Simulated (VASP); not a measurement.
# Li (P6_3mc) in VASP: single point with PBE

Aim: the single point of Li with PBE.

Everything below comes from runs of VASP 6.6.1. Logs are shortened: lines on timing, memory, paths and dates and some standing lists are left out, and cuts for length are marked.

## (1) The cell of the first run

Symmetry: P6_3mc, No. 186, hexagonal system. Conventional cell: a = 3.076 Å, b = 3.076 Å, c = 10.511 Å, α = 90.00°, β = 90.00°, γ = 120.00°. Li (site symmetry 3m) has 12 Li at 3.00 to 3.34 Å within 4.0 Å. Within 4.0 Å of Li (site symmetry 3m) lie 12 Li at 3.00 to 3.34 Å.

## (2) Single point, PBE (strained and its atoms moved)

File INCAR:

```
PREC = Accurate
ENCUT = 520
EDIFF = 1E-6
ISMEAR = 0
SIGMA = 0.1
LREAL = False
LASPH = True
NELM = 100
ALGO = Normal
ISIF = 2
LWAVE = False
LCHARG = True
GGA = PE
LELF = True
LVHAR = True
NBANDS = 14
```

File KPOINTS:

```
Automatic mesh
0
Gamma
  15 15 4
```

File POSCAR:

```
Li
1.0
    3.0763208862      0.0000000000      0.0000000000
   -1.5381604431      2.6641720377      0.0000000000
    0.0000000000      0.0000000000     10.5106387750
Li
4
Direct
    0.0000000000      0.0000000000      0.0097883680
    0.3333333300      0.6666666700      0.2402116320
    0.0000000000      0.0000000000      0.5097883680
    0.6666666700      0.3333333300      0.7402116320
```

Potentials or basis: VASP PAW PBE potentials, release 64 (Li_sv).

The run is started by

```
cat potpaw_PBE.64/Li_sv/POTCAR > POTCAR
mpirun -np 1 vasp_std > vasp.out
```

OUTCAR:

```text
PREC = Accurate
   ENCUT = 520
   EDIFF = 1E-6
   ISMEAR = 0
   LREAL = False
   LASPH = True
   NELM = 100
   ISIF = 2
   GGA = PE

 ion  position               nearest neighbor table
   1  0.000  0.000  0.010-
   2  0.333  0.667  0.240-
   3  0.000  0.000  0.510-
   4  0.667  0.333  0.740-

  LATTYP: Found a hexagonal cell.
 ALAT       =     3.0763208862
 C/A-ratio  =     3.4166262766

  Lattice vectors:

 A1 = (   3.0763208862,   0.0000000000,   0.0000000000)
 A2 = (  -1.5381604431,   2.6641720377,   0.0000000000)
 A3 = (   0.0000000000,   0.0000000000,  10.5106387750)

Analysis of symmetry for initial positions (statically):
=====================================================================
 Subroutine PRICEL returns:
 Original cell was already a primitive cell.

 Routine SETGRP: Setting up the symmetry group for a
 hexagonal supercell.

 Subroutine GETGRP returns: Found 12 space group operations
 (whereof  6 operations were pure point group operations)
 out of a pool of 24 trial point group operations.

The static configuration has the point symmetry C_3v.
 The point group associated with its full space group is C_6v.

Analysis of symmetry for dynamics (positions and initial velocities):
=====================================================================
 Subroutine PRICEL returns:
 Original cell was already a primitive cell.

 Routine SETGRP: Setting up the symmetry group for a
 hexagonal supercell.

 Subroutine GETGRP returns: Found 12 space group operations
 (whereof  6 operations were pure point group operations)
 out of a pool of 24 trial point group operations.

The dynamic configuration has the point symmetry C_3v.
 The point group associated with its full space group is C_6v.

 Subroutine INISYM returns: Found 12 space group operations
 (whereof  6 operations are pure point group operations),
 and found     1 'primitive' translations

----------------------------------------------------------------------------------------

                                     Primitive cell

  volume of cell :      86.1436

  direct lattice vectors                    reciprocal lattice vectors
     3.076320886  0.000000000  0.000000000     0.325063619  0.187675568  0.000000000
[... 100 lines left out ...]
   PSTRESS=    0.0 pullay stress
   NELECT =      12.0000    total number of electrons
   NUPDOWN=      -1.0000    fix difference up-down
   EMIN   =  10.00;   EMAX   =-10.00  energy-range for DOS
   EFERMI =   0.00;   METHOD = LEGACY
   ISMEAR =     0;   SIGMA  =   0.10  broadening in eV -4-tet -1-fermi 0-gaus
   EFERMI_NEDOS =   21; number of points for ismear=-14 and -15
   IALGO  =     38    algorithm
   IMIX   =      4    mixing-type and parameters
     AMIX     =   0.40;   BMIX     =  1.00
     AMIX_MAG =   1.60;   BMIX_MAG =  1.00
  volume/ion in A,a.u.               =      21.54       145.33
  Fermi-wavevector in a.u.,A,eV,Ry     =   0.848648  1.603712  9.798962  0.720203
  Thomas-Fermi vector in A             =   1.964345
   LORBIT       =      0    0 simple, 1 ext, 2 COOP (PROOUT), +10 PAW based schemes
   GGA     = PE    functional components
   LHFCALC =     F    Hartree Fock is set to
   AEXX    =    0.0000 exact exchange contribution
   IVDW    =     0    specifies the selected vdW correction
   LEPSILON=     F    determine dielectric tensor
   LRPA    =     F    only Hartree local field effects (RPA)
 non-spin polarized calculation
 Gauss-broadening in eV      SIGMA  =   0.10
  energy-cutoff  :      520.00
  volume of cell :       86.14
 maximum number of plane-waves:      2336
 NGX is ok and might be reduce to    24
   NGX = 11   NGY = 11   NGZ = 39

 number of electron      12.0000006 magnetization

 Free energy of the ion-electron system (eV)
  ---------------------------------------------------
  ext. energy  EPLUGINS =         0.00000000
  ---------------------------------------------------
  free energy    TOTEN  =        -7.56680767 eV

  energy without entropy =       -7.55530091  energy(sigma->0) =       -7.56105429

 E-fermi :   0.4730     XC(G=0):  -6.8909

 val. band max:        0.4637195510   @ k =   0.2667   0.2000   0.0000
 cond. band min:       0.4770270167   @ k =   0.4667   0.0000   0.5000
 fundamental gap:      0.0133074657
 Fermi energy:         0.4730224951

 k-point     1 :       0.0000    0.0000    0.0000
  band No.  band energies     occupation
      1     -46.1756      2.00000
      2     -46.1725      2.00000
      3     -46.1646      2.00000
      4     -46.1613      2.00000
      5      -3.0211      2.00000
      6      -2.0989      2.00000
      7      -1.8827      2.00000
      8       0.2752      1.99485
      9       2.7980      0.00000
     10       6.9287      0.00000
     11       7.9881      0.00000
     12      12.9256      0.00000
     13      12.9257      0.00000
     14      13.3578      0.00000
[... 377 lines left out ...]
      1     -46.1579      2.00000
      2     -46.1574      2.00000
      3     -46.1557      2.00000
      4     -46.1551      2.00000
      5       1.0964      0.00000
      6       1.5146      0.00000
      7       1.8103      0.00000
      8       2.2045      0.00000
      9       3.7291      0.00000
     10       3.8199      0.00000
     11       4.8990      0.00000
     12       5.6034      0.00000
     13       5.8073      0.00000
     14       6.4129      0.00000

 [... further k-points ...]

------------------------ aborting loop because EDIFF is reached ----------------------------------------

  FORCE on cell =-STRESS in cart. coord.  units (eV):
  Direction    XX          YY          ZZ          XY          YZ          ZX
  --------------------------------------------------------------------------------------
  -------------------------------------------------------------------------------------
  Total       -0.2314500     -0.2314500     -0.6251161      0.0000000      0.0000000      0.0000000
  in kB       -4.3047191     -4.3047191    -11.6264811      0.0000000      0.0000000      0.0000000
  external PRESSURE =      -6.7453064 kB  Pullay stress =       0.0000000 kB

 VOLUME and BASIS-vectors are now :
 -----------------------------------------------------------------------------
  energy-cutoff  :      520.00
  volume of cell :       86.14
      direct lattice vectors                 reciprocal lattice vectors
     3.076320886  0.000000000  0.000000000     0.325063619  0.187675568  0.000000000
    -1.538160443  2.664172038  0.000000000     0.000000000  0.375351136  0.000000000
     0.000000000  0.000000000 10.510638775     0.000000000  0.000000000  0.095141696

 POSITION                                       TOTAL-FORCE (eV/Angst)
 -----------------------------------------------------------------------------------
      0.00000      0.00000      0.10288        -0.000000      0.000000     -0.203008
     -0.00000      1.77611      2.52478         0.000000      0.000000      0.203008
      0.00000      0.00000      5.35820        -0.000000     -0.000000     -0.203008
      1.53816      0.88806      7.78010        -0.000000     -0.000000      0.203008
 -----------------------------------------------------------------------------------
    total drift:                               -0.000000     -0.000000     -0.000160

  FREE ENERGIE OF THE ION-ELECTRON SYSTEM (eV)
  ---------------------------------------------------
  free  energy   TOTEN  =        -7.5668076704 eV

  energy  without entropy=       -7.5553009110  energy(sigma->0) =       -7.56105429
```

OSZICAR:

```text
N       E                     dE             d eps       ncg     rms          rms(c)
DAV:   1     0.424104755021E+02    0.42410E+02   -0.49284E+03  2268   0.804E+02
DAV:   2     0.353152016815E+01   -0.38879E+02   -0.37625E+02  2676   0.189E+02
DAV:   3    -0.733137380822E+01   -0.10863E+02   -0.10741E+02  4428   0.470E+01
DAV:   4    -0.759420818953E+01   -0.26283E+00   -0.26266E+00  2986   0.135E+01
DAV:   5    -0.760769121399E+01   -0.13483E-01   -0.13482E-01  3738   0.216E+00    0.668E-01
DAV:   6    -0.757509995606E+01    0.32591E-01   -0.41246E-02  3084   0.711E-01    0.345E-01
DAV:   7    -0.756684501538E+01    0.82549E-02   -0.25931E-02  3252   0.506E-01    0.798E-02
DAV:   8    -0.756681610263E+01    0.28913E-04   -0.17680E-03  3584   0.184E-01    0.353E-02
DAV:   9    -0.756677920866E+01    0.36894E-04   -0.53614E-05  3190   0.524E-02    0.285E-02
DAV:  10    -0.756682432932E+01   -0.45121E-04   -0.13122E-05  3902   0.310E-02    0.166E-02
DAV:  11    -0.756681410494E+01    0.10224E-04   -0.99968E-07  2216   0.120E-02    0.539E-03
DAV:  12    -0.756681162911E+01    0.24758E-05   -0.97324E-07  1800   0.841E-03    0.279E-03
DAV:  13    -0.756680994967E+01    0.16794E-05   -0.39992E-07  1626   0.588E-03    0.196E-03
DAV:  14    -0.756680825458E+01    0.16951E-05   -0.34742E-07  1548   0.474E-03    0.324E-04
DAV:  15    -0.756680767039E+01    0.58420E-06   -0.22776E-07  1536   0.400E-03
   1 F= -.75668077E+01 E0= -.75610543E+01  d E =-.115068E-01
```

Run time: 2 min. Hardware: 1 thread of Intel Xeon 8259CL, shared host; peak memory 0.22 GiB.

Results:

```
Free energy            : -7.5668 eV
Largest force          : 0.203 eV/Å
Band gap on the k mesh : zero (bands 6 and 7 overlap by 3.98 eV)
```

Forces in eV/Å, atoms in the order of the input:
```
Li   0.000  0.000 -0.203
Li   0.000  0.000  0.203
Li   0.000  0.000 -0.203
Li   0.000  0.000  0.203
```

Caveat: the cell differs from its parent crystal (strained and its atoms moved); the cutoff is under 1.25 times the usual one of these potentials, so pressure, stress and relaxed cells hold a basis-set (Pulay) error.
